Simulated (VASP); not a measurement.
**CuI: relaxation of cell and atoms with PBEsol**

The system is CuI.

```
Cu I
1.0
     2.96954    2.96954    0.00000
    -2.96954    2.96954    0.00000
     0.00000    2.96954    2.96954
Cu I
1 1
Direct
  0.75000 0.25000 0.50000
  0.00000 0.00000 0.00000
```

```yaml
Program: VASP 6.6.1
Task: relaxation of cell and atoms
Functional: PBEsol
Potentials_or_basis: VASP PAW PBE potentials, release 64 (Cu, I)
Cutoff: 600 eV
k_mesh: 6 × 6 × 6
Occupations: gaussian, width 0.01 eV
Spin: no spin polarisation
Target_pressure: 4 GPa
Dipole_correction: no
Further_INCAR_settings: ALGO = Normal; EDIFF = 1e-06; IBRION = 2; EDIFFG = -0.002; NSW = 100; ISIF = 3
```

* Relaxed volume: 24.55 Å³/atom
* Relaxed cell: a = 4.110 Å, b = 4.110 Å, c = 4.110 Å, α = 60.00°, β = 60.00°, γ = 90.00°
* Space group after relaxing (to 0.1 Å): F-43m (No. 216)
* Energy change on relaxing (the run minimises the enthalpy): +19.6 meV/atom
* Ionic steps: 6
* Pressure after relaxing: 4.0 GPa
* Band gap on the k mesh: 1.39 eV

The path:
```csv
step,energy change (eV),largest force (eV/Å),pressure (GPa),volume (Å³)
1,0.0000,0.0000,0.21,52.37
2,0.0787,0.0000,5.84,47.81
3,0.0408,0.0000,4.08,49.04
4,0.0392,0.0000,3.96,49.11
5,0.0392,0.0000,3.97,49.11
6,0.0392,0.0000,4.01,49.11
```

Final structure:
```
Cu I
1.0
     2.90651    2.90651    0.00000
    -2.90651    2.90651    0.00000
     0.00000    2.90651    2.90651
Cu I
1 1
Direct
  0.75000 0.25000 0.50000
  0.00000 0.00000 0.00000
```

Levels at points of the mesh, in eV from the valence-band top:
| k point | band 7 | band 8 | band 9 | band 10 | band 11 | band 12 |
| --- | --- | --- | --- | --- | --- | --- |
| (0.00, 0.00, 0.00) | 0.00 | 0.00 | 0.00 | 1.39 | 4.68 | 4.68 |
| (0.50, 0.00, 0.00) | -2.38 | -0.94 | -0.94 | 2.18 | 5.25 | 5.25 |
| (0.50, 0.50, 0.00) | -2.36 | -2.01 | -2.01 | 2.33 | 2.73 | 10.02 |

Wall time 81 s on 1 thread of Intel Xeon 8259CL (shared host), peak memory 0.21 GiB.

Caveat: the cell is relaxed towards a set pressure, so the run minimises the enthalpy, not the energy; the PAW data sets were made with another functional, which shifts forces and pressure a little; spin-orbit coupling is left out, which moves the levels of the heavy elements.
